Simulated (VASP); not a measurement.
Input of a VASP 6.6.1 run:

The input INCAR:

```
SYSTEM = Ga4SbP3
PREC = Accurate
ENCUT = 520
EDIFF = 1E-6
ISMEAR = -1
SIGMA = 0.02
LREAL = .FALSE.
LASPH = .TRUE.
NELM = 60
ALGO = Normal
ISIF = 2
LWAVE = .FALSE.
LCHARG = .FALSE.
GGA = PE
NBANDS = 46
```

KPOINTS

```
regular mesh
0
G
  6 6 4
  0 0 0
```

File POSCAR:

```
Ga4SbP3
1.0
    6.5864831875     -1.9871376933     -0.0006659162
    6.5864831875      1.9871376933     -0.0006659162
   -1.1982272080      0.0000000000      6.7831450815
P Sb Ga
3 1 4
Direct
    0.0030399878      0.0030399878      0.0089901496
    0.4971151684      0.4971151684      0.4928080423
    0.7492550345      0.7492550345      0.2488514421
    0.2510301274      0.2510301274      0.7502629289
    0.4522927320      0.4522927320      0.8174613263
    0.9336055443      0.9336055443      0.3127990212
    0.1848798828      0.1848798828      0.0820962355
    0.6787815227      0.6787815227      0.5367308543
```

Potentials or basis: VASP PAW PBE potentials, release 64 (P, Sb, Ga_d).

Command:

```console
$ cat potpaw_PBE.64/P/POTCAR potpaw_PBE.64/Sb/POTCAR potpaw_PBE.64/Ga_d/POTCAR > POTCAR
$ mpirun -np 1 vasp_std > vasp.out
```

Q: What does it give for the band gap on the k mesh?

A: 0.31 eV.

Q: Estimate the largest force.

A: 0.070 eV/Å.

Q: Predict the pressure.

A: 2.3 GPa.

Forces on the atoms (eV/Å):
```
P   -0.032  0.000 -0.001
P   -0.025  0.000 -0.004
P    0.032  0.000 -0.023
Sb   0.023  0.000  0.032
Ga   0.059  0.000  0.007
Ga  -0.001  0.000  0.002
Ga  -0.017  0.000  0.045
Ga  -0.039  0.000 -0.058
```

Caveat: semilocal functionals underestimate gaps, and a narrow one can read as zero; spin-orbit coupling is left out, which moves the levels of the heavy elements. A k mesh can miss the band edges.
